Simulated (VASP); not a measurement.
Li:

```
CELL_PARAMETERS angstrom
3.13007 -1.86666 0.00000
3.13007 1.86666 0.00000
-1.74683 0.00000 8.09992
ATOMIC_POSITIONS crystal
Li 0.96800 0.60200 0.09970
Li 0.39800 0.03200 0.40030
Li 0.03200 0.39800 0.90030
Li 0.60200 0.96800 0.59970
```

| Property | Result |
| --- | --- |
| Program | VASP 6.6.1 |
| Task | relaxation of cell and atoms |
| Functional | PBE |
| Potentials or basis | VASP PAW PBE potentials, release 64 (Li_sv) |
| Cutoff | 600 eV |
| k mesh | 6 × 6 × 2 |
| Occupations | gaussian, width 0.1 eV |
| Spin | no spin polarisation |

At the start: pressure -0.3 GPa; volume 23.66 Å³/atom.

Q: How do energy, volume and symmetry change on relaxing?

A: Over 23 steps the energy falls by 729.0 meV/atom and the volume is 19.83 Å³/atom (-16.2 %); space group C2/c (No. 15, to 0.05 Å).

The path:
```tsv
step	energy change (eV)	largest force (eV/Å)	pressure (GPa)	volume (Å³)
1	0.0000	2.8540	-0.31	94.65
2	-1.8152	1.1298	-1.12	93.50
3	-2.5869	0.1215	-1.36	91.02
4	-2.6469	0.1881	-1.29	90.05
5	-2.6530	0.2491	-1.25	89.64
6	-2.7077	0.2370	-0.99	86.64
7	-2.7678	0.2047	-0.33	81.09
8	-2.7741	0.1902	0.06	78.58
9	-2.7949	0.1292	0.21	77.85
10	-2.8068	0.1131	0.53	76.40
11	-2.8076	0.0965	0.46	76.71
12	-2.8168	0.1023	0.13	78.09
13	-2.8247	0.1151	-0.44	80.68
14	-2.8327	0.1087	-0.41	80.58
15	-2.8531	0.0908	-0.35	80.25
16	-2.8619	0.0574	-0.24	79.46
17	-2.8652	0.0716	-0.29	79.79
18	-2.8799	0.0588	0.00	78.50
19	-2.8934	0.0324	0.72	75.48
20	-2.9062	0.0323	0.35	77.12
21	-2.9100	0.0412	-0.08	79.16
22	-2.9103	0.0389	0.01	78.72
23	-2.9159	0.0378	-0.05	79.33
```

Final structure:
```
Li
1.0
     2.63379   -1.55975    0.16296
     2.63379    1.55975    0.16296
    -0.84770    0.00000    9.60319
Li
4
Direct
  0.88057 0.80831 0.12493
  0.19169 0.11943 0.37507
  0.11943 0.19169 0.87507
  0.80831 0.88057 0.62493
```

Caveat: the k points lie up to 0.39 Å⁻¹ apart in the final cell; the cutoff is under 1.25 times the usual one of these potentials, so pressure, stress and relaxed cells hold a basis-set (Pulay) error; the volume moved by over 15 % at a fixed basis, so the end points are rough.
